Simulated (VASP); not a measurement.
Here is a VASP 6.6.1 calculation.

The input INCAR:

```
PREC = Accurate
ENCUT = 600
EDIFF = 1E-6
ISMEAR = 0
SIGMA = 0.1
LREAL = F
LASPH = T
NELM = 200
ALGO = Normal
ISIF = 2
LWAVE = F
LCHARG = T
ISPIN = 2
MAGMOM = 1 1 0 0
LORBIT = 11
LMAXMIX = 4
GGA = PE
LELF = T
LVHAR = T
NBANDS = 28
GGA_COMPAT = F
```

File KPOINTS:

```
Automatic mesh
0
Gamma
  6 6 4
```

The input POSCAR:

```
TaN
1.0
    3.0793747597      0.0000000000      0.0000000000
   -1.5396873798      2.6668167696      0.0000000000
    0.0000000000      0.0000000000      4.9364412247
Ta N
2 2
Direct
    0.3333333333      0.6666666667     -0.0007707949
    0.6666666667      0.3333333333      0.4992292051
    0.3333333333      0.6666666667      0.3807707949
    0.6666666667      0.3333333333      0.8807707949
```

Potentials or basis: VASP PAW PBE potentials, release 64 (Ta_pv, N).

Launch:

```sh
$ cat potpaw_PBE.64/Ta_pv/POTCAR potpaw_PBE.64/N/POTCAR > POTCAR
$ mpirun -np 1 vasp_std > vasp.out
```

(1) Estimate the pressure.

(2) Estimate the largest force.

Answers

(1) 126.8 GPa.

(2) 1.356 eV/Å.

Caveat: the k points lie up to 0.39 Å⁻¹ apart, too coarse for converged energies and pressures of a metal; forces of over 1 eV/Å act on the atoms, so gaps and moduli don't describe the material at rest.
